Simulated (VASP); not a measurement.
# TlCuI3 (Pm-3m) in VASP: further runs, part 2 of 2

VASP 6.6.1. The steps go on from the part before.

## 4. Relaxation of cell and atoms, PBE

This run uses another cell than the first one, of 32.82 Å³/atom.

INCAR

```
SYSTEM = TlCuI3
PREC = Accurate ; ENCUT = 600
EDIFF = 1E-7 ; ISMEAR = 0
SIGMA = 0.1 ; LREAL = .False.
LASPH = .True. ; NELM = 80
ALGO = Normal ; ISIF = 3
LWAVE = .False. ; LCHARG = .False.
GGA = PE ; IBRION = 2
NSW = 100 ; EDIFFG = -0.01
```

KPOINTS

```
regular mesh
0
Gamma
  8 8 8
  0 0 0
```

POSCAR

```
TlCuI3
1.0
    5.4750351300      0.0000000000      0.0000000000
    0.0000000000      5.4750351300      0.0000000000
    0.0000000000      0.0000000000      5.4750351300
Tl Cu I
1 1 3
Direct
    0.5000000000      0.5000000000      0.5000000000
    0.0000000000      0.0000000000      0.0000000000
    0.5000000000      0.0000000000      0.0000000000
    0.0000000000      0.5000000000      0.0000000000
    0.0000000000      0.0000000000      0.5000000000
```

Potentials or basis: VASP PAW PBE potentials, release 64 (Tl_d, Cu, I).

Started as:

```console
cat potpaw_PBE.64/Tl_d/POTCAR potpaw_PBE.64/Cu/POTCAR potpaw_PBE.64/I/POTCAR > POTCAR
mpirun -np 1 vasp_std > vasp.out
```

OUTCAR:

```text
SYSTEM = TlCuI3
   PREC = Accurate
   ENCUT = 600
   EDIFF = 1E-7
   ISMEAR = 0
   LREAL = .False.
   LASPH = .True.
   NELM = 80
   ISIF = 3
   GGA = PE
   IBRION = 2
   NSW = 100
   EDIFFG = -0.01

 ion  position               nearest neighbor table
   1  0.500  0.500  0.500-
   2  0.000  0.000  0.000-   3 2.74   4 2.74   5 2.74   5 2.74   4 2.74   3 2.74
   3  0.500  0.000  0.000-   2 2.74   2 2.74
   4  0.000  0.500  0.000-   2 2.74   2 2.74
   5  0.000  0.000  0.500-   2 2.74   2 2.74

  LATTYP: Found a simple cubic cell.
 ALAT       =     5.4750351300

  Lattice vectors:

 A1 = (   5.4750351300,   0.0000000000,   0.0000000000)
 A2 = (   0.0000000000,   5.4750351300,   0.0000000000)
 A3 = (   0.0000000000,   0.0000000000,   5.4750351300)

Analysis of symmetry for initial positions (statically):
=====================================================================
 Subroutine PRICEL returns:
 Original cell was already a primitive cell.

 Routine SETGRP: Setting up the symmetry group for a
 simple cubic supercell.

 Subroutine GETGRP returns: Found 48 space group operations
 (whereof 48 operations were pure point group operations)
 out of a pool of 48 trial point group operations.

The static configuration has the point symmetry O_h .

Analysis of symmetry for dynamics (positions and initial velocities):
=====================================================================
 Subroutine PRICEL returns:
 Original cell was already a primitive cell.

 Routine SETGRP: Setting up the symmetry group for a
 simple cubic supercell.

 Subroutine GETGRP returns: Found 48 space group operations
 (whereof 48 operations were pure point group operations)
 out of a pool of 48 trial point group operations.

The dynamic configuration has the point symmetry O_h .

 Subroutine INISYM returns: Found 48 space group operations
 (whereof 48 operations are pure point group operations),
 and found     1 'primitive' translations
[... 127 lines left out ...]
   LHFCALC =     F    Hartree Fock is set to
   AEXX    =    0.0000 exact exchange contribution
   IVDW    =     0    specifies the selected vdW correction
   LEPSILON=     F    determine dielectric tensor
   LRPA    =     F    only Hartree local field effects (RPA)
 conjugate gradient relaxation of ions
 non-spin polarized calculation
 Gauss-broadening in eV      SIGMA  =   0.10
  energy-cutoff  :      600.00
  volume of cell :      164.12
 maximum number of plane-waves:      5522
 NGX is ok and might be reduce to    48
   NGX = 21   NGY = 21   NGZ = 21

--------------------------------------- Ionic step        1  -------------------------------------------

 number of electron      45.0000005 magnetization

 Free energy of the ion-electron system (eV)
  ---------------------------------------------------
  ext. energy  EPLUGINS =         0.00000000
  ---------------------------------------------------
  free energy    TOTEN  =       -11.78372945 eV

  energy without entropy =      -11.76500975  energy(sigma->0) =      -11.77436960

------------------------ aborting loop because EDIFF is reached ----------------------------------------

  FORCE on cell =-STRESS in cart. coord.  units (eV):
  Direction    XX          YY          ZZ          XY          YZ          ZX
  --------------------------------------------------------------------------------------
  -------------------------------------------------------------------------------------
  Total        1.1538723      1.1538723      1.1538723      0.0000000      0.0000000      0.0000000
  in kB       11.2643875     11.2643875     11.2643875      0.0000000      0.0000000      0.0000000
  external PRESSURE =      11.2643875 kB  Pullay stress =       0.0000000 kB
[... 65 lines left out ...]
--------------------------------------- Ionic step        3  -------------------------------------------

 number of electron      45.0000015 magnetization

 Free energy of the ion-electron system (eV)
  ---------------------------------------------------
  ext. energy  EPLUGINS =         0.00000000
  ---------------------------------------------------
  free energy    TOTEN  =       -11.80595881 eV

  energy without entropy =      -11.78645753  energy(sigma->0) =      -11.79620817

 E-fermi :   3.4023     XC(G=0):  -8.7382

 val. band max:        3.3955624036   @ k =   0.5000   0.2500   0.2500
 cond. band min:       3.4162306298   @ k =   0.5000   0.5000   0.0000
 fundamental gap:      0.0206682262
 Fermi energy:         3.4023223567

 k-point     1 :       0.0000    0.0000    0.0000
  band No.  band energies     occupation
      1      -9.1831      2.00000
      2      -8.0618      2.00000
      3      -8.0618      2.00000
      4      -7.1651      2.00000
      5      -7.1651      2.00000
      6      -7.1651      2.00000
[... 709 lines left out ...]
     26       7.3177      0.00000
     27       8.2377      0.00000

 [... further k-points ...]

------------------------ aborting loop because EDIFF is reached ----------------------------------------

  FORCE on cell =-STRESS in cart. coord.  units (eV):
  Direction    XX          YY          ZZ          XY          YZ          ZX
  --------------------------------------------------------------------------------------
  -------------------------------------------------------------------------------------
  Total       -0.0206406     -0.0206406     -0.0206406      0.0000000      0.0000000     -0.0000000
  in kB       -0.1934564     -0.1934564     -0.1934564      0.0000000      0.0000000     -0.0000000
  external PRESSURE =      -0.1934564 kB  Pullay stress =       0.0000000 kB
[... 20 lines left out ...]
  FREE ENERGIE OF THE ION-ELECTRON SYSTEM (eV)
  ---------------------------------------------------
  free  energy   TOTEN  =       -11.8059588084 eV

  energy  without entropy=      -11.7864575260  energy(sigma->0) =      -11.79620817

 reached required accuracy - stopping structural energy minimisation
```

OSZICAR:

```text
N       E                     dE             d eps       ncg     rms          rms(c)
DAV:   1     0.362685144297E+03    0.36269E+03   -0.20528E+04  1890   0.171E+03
[... 35 lines left out ...]
DAV:   2    -0.118371293550E+02   -0.25290E-02   -0.31626E-01  2076   0.163E+01    0.121E+00
DAV:   3    -0.118080126361E+02    0.29117E-01   -0.13195E-01  2308   0.116E+01    0.354E-01
DAV:   4    -0.118061577829E+02    0.18549E-02   -0.13729E-02  2545   0.139E+00    0.182E-01
DAV:   5    -0.118060050788E+02    0.15270E-03   -0.47299E-04  2816   0.475E-01    0.894E-02
DAV:   6    -0.118059585502E+02    0.46529E-04   -0.13401E-04  2000   0.703E-02    0.212E-02
DAV:   7    -0.118059585181E+02    0.32121E-07   -0.14702E-05  2923   0.100E-01    0.123E-02
DAV:   8    -0.118059588355E+02   -0.31738E-06   -0.50356E-06  2671   0.483E-02    0.385E-03
DAV:   9    -0.118059588084E+02    0.27098E-07   -0.45063E-07  1617   0.424E-03
   3 F= -.11805959E+02 E0= -.11796208E+02  d E =-.222294E-01
```

CONTCAR:

```text
TlCuI3
   1.00000000000000
     5.5498735730310109   -0.0000000000000000    0.0000000000000000
     0.0000000000000000    5.5498735730310109   -0.0000000000000000
    -0.0000000000000000    0.0000000000000000    5.5498735730310109
  Tl              Cu              I
     1     1     3
Direct
     0.5000000000000000    0.5000000000000000    0.5000000000000000
     0.0000000000000000    0.0000000000000000    0.0000000000000000
     0.5000000000000000    0.0000000000000000    0.0000000000000000
     0.0000000000000000    0.5000000000000000    0.0000000000000000
     0.0000000000000000    0.0000000000000000    0.5000000000000000

  0.00000000E+00  0.00000000E+00  0.00000000E+00
  0.00000000E+00  0.00000000E+00  0.00000000E+00
  0.00000000E+00  0.00000000E+00  0.00000000E+00
  0.00000000E+00  0.00000000E+00  0.00000000E+00
  0.00000000E+00  0.00000000E+00  0.00000000E+00
```

Run time: 19 min. Hardware: 1 thread of Intel Xeon 8259CL, shared host; peak memory 0.49 GiB.

What came out:

| Property | Result |
| --- | --- |
| Free energy | -11.8060 eV |
| Relaxed volume | 34.19 Å³/atom |
| Relaxed cell | a = 5.550 Å, b = 5.550 Å, c = 5.550 Å, α = 90.00°, β = 90.00°, γ = 90.00° |
| Space group after relaxing (to 0.1 Å) | Pm-3m (No. 221) |
| Energy gained by relaxing | 4.4 meV/atom |
| Ionic steps | 3 |
| Pressure after relaxing | 0.0 GPa |
| Band gap on the k mesh | zero (an odd number of electrons rules out a gap without spin polarisation) |

Step by step:
```
step  energy change (eV)  largest force (eV/Å)  pressure (GPa)  volume (Å³)
   1              0.0000                0.0000            1.13       164.12
   2             -0.0216                0.0000            0.17       169.66
   3             -0.0222                0.0000           -0.02       170.94
```

Final structure:
```
Tl Cu I
1.0
     5.54987    0.00000    0.00000
     0.00000    5.54987    0.00000
     0.00000    0.00000    5.54987
Tl Cu I
1 1 3
Direct
  0.50000 0.50000 0.50000
  0.00000 0.00000 0.00000
  0.50000 0.00000 0.00000
  0.00000 0.50000 0.00000
  0.00000 0.00000 0.50000
```

Levels at points of the mesh, in eV from the Fermi level:
```
           k point  band 21  band 22  band 23  band 24  band 25  band 26
(0.00, 0.00, 0.00)    -0.68    -0.68    -0.68     0.84     4.60     4.60
(0.50, 0.00, 0.00)    -1.11    -0.70    -0.70     2.30     3.74     3.74
(0.50, 0.50, 0.00)    -1.06     0.01     0.73     2.75     3.79     3.79
(0.50, 0.50, 0.50)     0.02     0.75     0.75     4.73     4.73     4.74
```

Caveat: spin-orbit coupling is left out, which moves the levels of the heavy elements; an odd number of electrons without spin polarisation forces a metal; a magnetic or distorted state may lie lower.

## 5. The runs side by side

```csv
task,spin,cell,k mesh,cutoff (eV),gap on the mesh (eV),pressure (GPa)
single point,off,"a = 5.546 Å, 5 atoms",8 × 8 × 8,520,none,0.0
single point,collinear,"a = 5.475 Å, 5 atoms",4 × 4 × 4,520,none,1.3
relaxation of cell and atoms,off,"relaxed from a = 5.475 Å, 5 atoms",8 × 8 × 8,600,none,0.0
```

Alike in all rows: level PBE; potentials or basis VASP PAW PBE potentials, release 64 (Tl_d, Cu, I); smearing gaussian 0.1 eV.

Caveats: spin-orbit coupling is left out, which moves the levels of the heavy elements; an odd number of electrons without spin polarisation forces a metal (at least some runs); a magnetic or distorted state may lie lower (at least some runs).

Total energies depend on the potentials used, so only differences within one code and one set of settings carry meaning.

The gap in the log of VASP goes by the Fermi energy; the results here count the filled bands.